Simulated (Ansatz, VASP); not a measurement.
MnS in VASP and in Ansatz

Contents of INCAR:

```
ALGO = Normal
EDIFF = 1E-6
ENCUT = 520
GGA = PE
ISIF = 2
ISMEAR = 0
ISPIN = 2
LASPH = True
LCHARG = False
LMAXMIX = 4
LORBIT = 11
LREAL = False
LWAVE = False
MAGMOM = 4.63 0.14
NBANDS = 20
NELM = 150
PREC = Accurate
SIGMA = 0.1
```

File KPOINTS:

```
k-points
0
Gamma
  14 14 14
```

POSCAR

```
MnS
1.0
    0.0000000000      2.7937311466      2.7937311466
    2.7937311466      0.0000000000      2.7937311466
    2.7937311466      2.7937311466      0.0000000000
Mn S
1 1
Direct
    0.0000000000      0.0000000000      0.0000000000
    0.7500000000      0.7500000000      0.7500000000
```

Input for Ansatz:

```yaml
crystal:
  lattice:
    - [0.0, 2.7937311594, 2.7937311594]
    - [2.7937311594, 0.0, 2.7937311594]
    - [2.7937311594, 2.7937311594, 0.0]
  atoms:
    - { symbol: Mn, position: [0.0, 0.0, 0.0], spin: 4.63 }
    - { symbol: S, position: [0.25, 0.25, 0.25], spin: 0.14 }
basis:
  ecutwfc: 420
kpoints:
  mp_grid: { grid: [14, 14, 14] }
hamiltonian:
  xc: pbe
scf:
  occupations: { method: gaussian, width: 0.1 }
output:
  forces: true
  stress: true
  eigenvalues: true
  populations: true
magnetization:
  spin_polarized: true
```

Alike in both runs: task single point; functional PBE; k mesh 14 × 14 × 14; occupations gaussian, width 0.1 eV; collinear spin.

```csv
,VASP,Ansatz
version,VASP 6.6.1,Ansatz 0.2.0
potentials or method,"VASP PAW PBE potentials, release 64 (Mn_pv, S), cutoff 520 eV","scalar-relativistic, plane waves, PAW"
valence electrons in the cell,19,21
```

```csv
,VASP,Ansatz,Ansatz less VASP
gap on the k mesh at the Fermi level (eV),none,none,-
pressure (GPa),1.4,1.4,-0.04
net moment per atom (μB),2.45,2.45,-0.001
size of the moment on the site where the two differ most (μB),4.32,4.14,-0.174
```

Site moments also hang on the region over which each program counts them. A gap of «none» marks a metal or a gap that the smearing closes. VASP's potentials hold 19 valence electrons a cell and Ansatz's 21, so a difference there can come from the potentials and not from the codes.
